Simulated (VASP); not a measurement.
# CsGe3 (P6/mmm) in VASP: further runs, part 2 of 2

VASP 6.6.1. The steps go on from the part before.

## 6. Relaxation of cell and atoms, PBE

This run uses another cell than the first one, of 26.94 Å³/atom.

INCAR reads:

```
  ALGO = Normal
  EDIFF = 1E-6
  EDIFFG = -0.04
  ENCUT = 600
  GGA = PE
  IBRION = 2
  ISIF = 3
  ISMEAR = 0
  LASPH = T
  LCHARG = F
  LREAL = F
  LWAVE = F
  NELM = 60
  NSW = 90
  PREC = Accurate
  SIGMA = 0.1
```

KPOINTS reads:

```
k-points
0
Gamma
  6 6 4
```

POSCAR reads:

```
CsGe3
1.0
    5.5382232000      0.0000000000      0.0000000000
   -2.7691116000      4.7962419800      0.0000000000
    0.0000000000      0.0000000000      4.0571121800
Cs Ge
1 3
Direct
    0.0000000000      0.0000000000      0.0000000000
    0.5000000000      0.0000000000      0.0000000000
    0.0000000000      0.5000000000      0.0000000000
    0.5000000000      0.5000000000      0.0000000000
```

Potentials or basis: VASP PAW PBE potentials, release 64 (Cs_sv, Ge_d).

On the command line:

```console
$ cat potpaw_PBE.64/Cs_sv/POTCAR potpaw_PBE.64/Ge_d/POTCAR > POTCAR
$ mpirun -np 1 vasp_std > vasp.out
```

OUTCAR:

```text
EDIFF = 1E-6
   EDIFFG = -0.04
   ENCUT = 600
   GGA = PE
   IBRION = 2
   ISIF = 3
   ISMEAR = 0
   LASPH = T
   LREAL = F
   NELM = 60
   NSW = 90
   PREC = Accurate

 ion  position               nearest neighbor table
   1  0.000  0.000  0.000-   3 2.77   4 2.77   3 2.77   4 2.77   2 2.77   2 2.77
   2  0.500  0.000  0.000-   3 2.77   4 2.77   4 2.77   3 2.77   1 2.77   1 2.77
   3  0.000  0.500  0.000-   1 2.77   2 2.77   1 2.77   2 2.77   4 2.77   4 2.77
   4  0.500  0.500  0.000-   1 2.77   2 2.77   2 2.77   1 2.77   3 2.77   3 2.77

  LATTYP: Found a hexagonal cell.
 ALAT       =     5.5382232000
 C/A-ratio  =     0.7325656684

  Lattice vectors:

 A1 = (   5.5382232000,   0.0000000000,   0.0000000000)
 A2 = (  -2.7691116000,   4.7962419800,   0.0000000000)
 A3 = (   0.0000000000,   0.0000000000,   4.0571121800)

Analysis of symmetry for initial positions (statically):
=====================================================================
 Subroutine PRICEL returns:
 Original cell was already a primitive cell.

 Routine SETGRP: Setting up the symmetry group for a
 hexagonal supercell.

 Subroutine GETGRP returns: Found 24 space group operations
 (whereof 24 operations were pure point group operations)
 out of a pool of 24 trial point group operations.

The static configuration has the point symmetry D_6h.

Analysis of symmetry for dynamics (positions and initial velocities):
=====================================================================
 Subroutine PRICEL returns:
 Original cell was already a primitive cell.

 Routine SETGRP: Setting up the symmetry group for a
 hexagonal supercell.

 Subroutine GETGRP returns: Found 24 space group operations
 (whereof 24 operations were pure point group operations)
 out of a pool of 24 trial point group operations.

The dynamic configuration has the point symmetry D_6h.

 Subroutine INISYM returns: Found 24 space group operations
 (whereof 24 operations are pure point group operations),
 and found     1 'primitive' translations

[... 110 lines left out ...]
   EFERMI_NEDOS =   21; number of points for ismear=-14 and -15
   IALGO  =     38    algorithm
   IMIX   =      4    mixing-type and parameters
     AMIX     =   0.40;   BMIX     =  1.00
     AMIX_MAG =   1.60;   BMIX_MAG =  1.00
  volume/ion in A,a.u.               =      26.94       181.81
  Fermi-wavevector in a.u.,A,eV,Ry     =   1.275759  2.410835 22.144319  1.627562
  Thomas-Fermi vector in A             =   2.408453
   LORBIT       =      0    0 simple, 1 ext, 2 COOP (PROOUT), +10 PAW based schemes
   GGA     = PE    functional components
   LHFCALC =     F    Hartree Fock is set to
   AEXX    =    0.0000 exact exchange contribution
   IVDW    =     0    specifies the selected vdW correction
   LEPSILON=     F    determine dielectric tensor
   LRPA    =     F    only Hartree local field effects (RPA)
 conjugate gradient relaxation of ions
 non-spin polarized calculation
 Gauss-broadening in eV      SIGMA  =   0.10
  energy-cutoff  :      600.00
  volume of cell :      107.77
 maximum number of plane-waves:      3628
 NGX is ok and might be reduce to    48
   NGX = 23   NGY = 23   NGZ = 17

--------------------------------------- Ionic step        1  -------------------------------------------

 number of electron      50.9999981 magnetization

 Free energy of the ion-electron system (eV)
  ---------------------------------------------------
  ext. energy  EPLUGINS =         0.00000000
  ---------------------------------------------------
  free energy    TOTEN  =        -8.41129753 eV

  energy without entropy =       -8.40217235  energy(sigma->0) =       -8.40673494

------------------------ aborting loop because EDIFF is reached ----------------------------------------

  FORCE on cell =-STRESS in cart. coord.  units (eV):
  Direction    XX          YY          ZZ          XY          YZ          ZX
  --------------------------------------------------------------------------------------
  -------------------------------------------------------------------------------------
  Total       14.9929383     14.9929383      0.2030632      0.0000000      0.0000000      0.0000000
  in kB      222.8993389    222.8993386      3.0189319      0.0000000      0.0000000      0.0000000
  external PRESSURE =     149.6058698 kB  Pullay stress =       0.0000000 kB
[... 1498 lines left out ...]
     29       6.8254      0.00000
     30       6.8254      0.00000

[... ionic steps 4 to 19 ...]

--------------------------------------- Ionic step       20  -------------------------------------------

 number of electron      51.0000038 magnetization

------------------------ aborting loop because EDIFF is reached ----------------------------------------
[... 71 lines left out ...]
--------------------------------------- Ionic step       22  -------------------------------------------

 number of electron      51.0000010 magnetization

 Free energy of the ion-electron system (eV)
  ---------------------------------------------------
  ext. energy  EPLUGINS =         0.00000000
  ---------------------------------------------------
  free energy    TOTEN  =       -11.34868920 eV

  energy without entropy =      -11.34178928  energy(sigma->0) =      -11.34523924

 E-fermi :   3.8063     XC(G=0):  -9.4396

 val. band max:        3.6075222752   @ k =   0.3333  -0.0000   0.0000
 cond. band min:       3.8912142582   @ k =   0.3333   0.1667   0.2500
 fundamental gap:      0.2836919830
 Fermi energy:         3.8063032741
[... 722 lines left out ...]
  FREE ENERGIE OF THE ION-ELECTRON SYSTEM (eV)
  ---------------------------------------------------
  free  energy   TOTEN  =       -11.3486892046 eV

  energy  without entropy=      -11.3417892787  energy(sigma->0) =      -11.34523924

 reached required accuracy - stopping structural energy minimisation
```

CONTCAR:

```text
CsGe3
   1.00000000000000
     6.8540515951323862    0.0000000000000000    0.0000000000000000
    -3.4270257975661931    5.9357827948713799    0.0000000000000000
     0.0000000000000000    0.0000000000000000    2.8942680779138041
  Cs              Ge
     1     3
Direct
     0.0000000000000000    1.0000000000000000    0.0000000000000000
     0.5000000000000000    1.0000000000000000    0.0000000000000000
     0.0000000000000000    0.5000000000000000    0.0000000000000000
     0.5000000000000000    0.5000000000000000    1.0000000000000000

  0.00000000E+00  0.00000000E+00  0.00000000E+00
  0.00000000E+00  0.00000000E+00  0.00000000E+00
  0.00000000E+00  0.00000000E+00  0.00000000E+00
  0.00000000E+00  0.00000000E+00  0.00000000E+00
```

Run time: 26 min. Hardware: 1 thread of Oxide Virtual Turin-like, shared host; peak memory 0.28 GiB.

What came out:

```
Free energy                           : -11.3487 eV
Relaxed volume                        : 29.44 Å³/atom
Relaxed cell                          : a = 6.854 Å, b = 6.854 Å, c = 2.894 Å, α = 90.00°, β = 90.00°, γ = 120.00°
Space group after relaxing (to 0.1 Å) : P6/mmm (No. 191)
Energy gained by relaxing             : 734.3 meV/atom
Ionic steps                           : 22
Pressure after relaxing               : 0.0 GPa
Band gap on the k mesh                : zero (an odd number of electrons rules out a gap without spin polarisation)
```

Step by step:
```csv
step,energy change (eV),largest force (eV/Å),pressure (GPa),volume (Å³)
1,0.0000,0.0000,14.96,107.77
2,-1.9484,0.0000,-1.89,150.63
3,-1.9683,0.0000,-1.15,144.63
4,-2.1100,0.0000,-1.49,140.34
5,-2.5952,0.0000,-1.88,126.89
6,-1.3306,0.0000,17.76,97.42
7,-2.6832,0.0000,-1.61,123.86
8,-2.8171,0.0000,0.34,114.82
9,-2.7791,0.0000,4.66,106.27
10,-2.8387,0.0000,1.01,112.94
11,-2.8571,0.0000,2.11,110.10
12,-2.8488,0.0000,3.18,108.19
13,-2.8593,0.0000,2.57,109.36
14,-2.8249,0.0000,2.93,111.77
15,-2.8843,0.0000,2.47,110.22
16,-2.9331,0.0000,0.61,115.53
17,-2.9350,0.0000,-0.01,117.88
18,-2.9352,0.0000,-0.12,117.72
19,-2.9354,0.0000,0.07,116.62
20,-2.9355,0.0000,0.12,116.87
21,-2.9355,0.0000,0.01,117.30
22,-2.9374,0.0000,-0.04,117.75
```

Final structure:
```
Cs Ge
1.0
     6.85405    0.00000    0.00000
    -3.42703    5.93578    0.00000
     0.00000    0.00000    2.89427
Cs Ge
1 3
Direct
  0.00000 0.00000 0.00000
  0.50000 0.00000 0.00000
  0.00000 0.50000 0.00000
  0.50000 0.50000 0.00000
```

Levels at points of the mesh, in eV from the Fermi level:
```tsv
k point	band 22	band 23	band 24	band 25	band 26	band 27	band 28	band 29	band 30
(0.00, 0.00, 0.00)	-6.01	-3.79	-1.70	-1.70	1.27	2.94	2.94	3.09	3.45
(0.50, 0.00, 0.00)	-6.01	-3.27	-1.62	-1.32	-0.74	-0.51	2.37	3.51	3.98
(0.00, 0.00, 0.50)	-5.55	-3.82	-2.29	-2.29	-1.10	0.79	0.79	0.89	0.89
(0.50, 0.00, 0.50)	-5.31	-3.61	-2.94	-2.43	-0.55	0.98	1.39	1.57	1.90
```

Caveat: the k points lie up to 0.54 Å⁻¹ apart in the final cell, too coarse for converged energies and pressures of a metal; a cell axis changed by over 15 % at a fixed basis, so the end point is rough; spin-orbit coupling is left out, which moves the levels of the heavy elements; an odd number of electrons without spin polarisation forces a metal; a magnetic or distorted state may lie lower.

## 7. Single point, PBE

This run uses another cell than the first one, of 28.71 Å³/atom.

INCAR reads:

```
  PREC = Accurate
  ENCUT = 520
  EDIFF = 1E-6
  ISMEAR = 0
  SIGMA = 0.1
  LREAL = F
  LASPH = T
  NELM = 100
  ALGO = Fast
  ISIF = 2
  LWAVE = F
  LCHARG = T
  GGA = PE
  LELF = T
  LVHAR = T
  NBANDS = 34
```

KPOINTS reads:

```
Automatic mesh
0
Gamma
  12 12 16
```

POSCAR reads:

```
CsGe3
1.0
    6.6023466803      0.0000000000      0.0000000000
   -3.3011733401      5.7177999497      0.0000000000
    0.0000000000      0.0000000000      3.0417720912
Cs Ge
1 3
Direct
    0.0000000000      0.0000000000      0.0000000000
    0.5000000000      0.0000000000      0.0000000000
    0.0000000000      0.5000000000      0.0000000000
    0.5000000000      0.5000000000      0.0000000000
```

On the command line:

```console
$ cat potpaw_PBE.64/Cs_sv/POTCAR potpaw_PBE.64/Ge_d/POTCAR > POTCAR
$ mpirun -np 1 vasp_std > vasp.out
```

Wall time 10 min (1 thread of Oxide Virtual Turin-like, shared host); peak memory 0.6 GiB.

The run converged. Its results:

```yaml
Free_energy: -11.4975 eV
Pressure: 0.2 GPa
Band_gap_on_the_k_mesh: zero (an odd number of electrons rules out a gap without spin polarisation)
```

Stress tensor (GPa, compression positive):
```
0.14 0.00 0.00
0.00 0.14 0.00
0.00 0.00 0.33
```

Levels at points of the mesh, in eV from the Fermi level:
```
           k point  band 22  band 23  band 24  band 25  band 26  band 27  band 28  band 29
(0.00, 0.00, 0.00)    -6.55    -3.54    -1.03    -1.03     2.18     3.35     4.17     4.17
(0.50, 0.00, 0.00)    -6.55    -2.93    -1.20    -0.59    -0.05     0.30     3.40     3.45
(0.00, 0.00, 0.50)    -5.45    -3.30    -1.40    -1.40    -1.40     0.91     0.91     1.23
(0.50, 0.00, 0.50)    -5.09    -3.12    -2.25    -1.65    -0.78     0.85     1.54     2.04
```

Caveat: spin-orbit coupling is left out, which moves the levels of the heavy elements; an odd number of electrons without spin polarisation forces a metal; a magnetic or distorted state may lie lower.

## 8. The runs side by side

```csv
task,cell,k mesh,cutoff (eV),gap on the mesh (eV),pressure (GPa),relaxed volume (Å³/atom)
single point,"a = 6.519, b = 6.519, c = 3.087 Å, angles 90.0, 90.0, 120.0°, 4 atoms",3 × 3 × 6,520,none,0.2,-
single point,"a = 5.538, b = 5.538, c = 4.057 Å, angles 90.0, 90.0, 120.0°, 4 atoms",6 × 6 × 4,520,none,15.0,-
single point,"a = 6.849, b = 6.849, c = 2.883 Å, angles 90.0, 90.0, 120.0°, 4 atoms",6 × 6 × 4,520,none,0.3,-
relaxation of cell and atoms,"relaxed from a = 6.849, b = 6.849, c = 2.883 Å, angles 90.0, 90.0, 120.0°, 4 atoms",3 × 3 × 6,600,none,0.0,28.57
relaxation of cell and atoms,"relaxed from a = 5.538, b = 5.538, c = 4.057 Å, angles 90.0, 90.0, 120.0°, 4 atoms",6 × 6 × 4,600,none,0.0,29.44
single point,"a = 6.602, b = 6.602, c = 3.042 Å, angles 90.0, 90.0, 120.0°, 4 atoms",12 × 12 × 16,520,none,0.2,-
```

Alike in all rows: level PBE; potentials or basis VASP PAW PBE potentials, release 64 (Cs_sv, Ge_d); no spin polarisation; smearing gaussian 0.1 eV.

Caveats: some runs use coarse meshes; spin-orbit coupling is left out, which moves the levels of the heavy elements; an odd number of electrons without spin polarisation forces a metal; a magnetic or distorted state may lie lower; a cell axis changed by over 15 % at a fixed basis, so the end point is rough (at least some runs).

Total energies depend on the potentials used, so only differences within one code and one set of settings carry meaning.

The gap in the log of VASP goes by the Fermi energy; the results here count the filled bands.